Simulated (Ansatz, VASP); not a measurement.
**Two plane-wave programs on Na**

```xyz
2
Lattice="0.0000 3.7816 3.7816 3.7816 0.0000 3.7816 3.7816 3.7816 0.0000" Properties=species:S:1:pos:R:3 pbc="T T T"
Na    0.9454    0.9454    0.9454
Na    6.6179    6.6179    6.6179
```

Alike in both runs: task single point; functional LDA; k mesh 9 × 9 × 9; occupations fermi-dirac, width 0.1 eV; no spin polarisation.

|  | VASP | Ansatz |
| --- | --- | --- |
| version | VASP 6.6.1 | Ansatz 0.2.0 |
| potentials or method | VASP PAW LDA potentials, release 64 (Na_pv), cutoff 520 eV | plane waves (420 eV) with PAW, scalar-relativistic |
| valence electrons in the cell | 14 | 18 |

|  | VASP | Ansatz | Ansatz less VASP |
| --- | --- | --- | --- |
| pressure (GPa) | -0.3 | -0.3 | +0.01 |

Ansatz warns that its potentials were made for another functional, while VASP's fit it. LDA's correlation is that of Perdew and Zunger in VASP and of Perdew and Wang (1992) in Ansatz. VASP's potentials hold 14 valence electrons a cell and Ansatz's 18, so a difference there can come from the potentials and not from the codes.
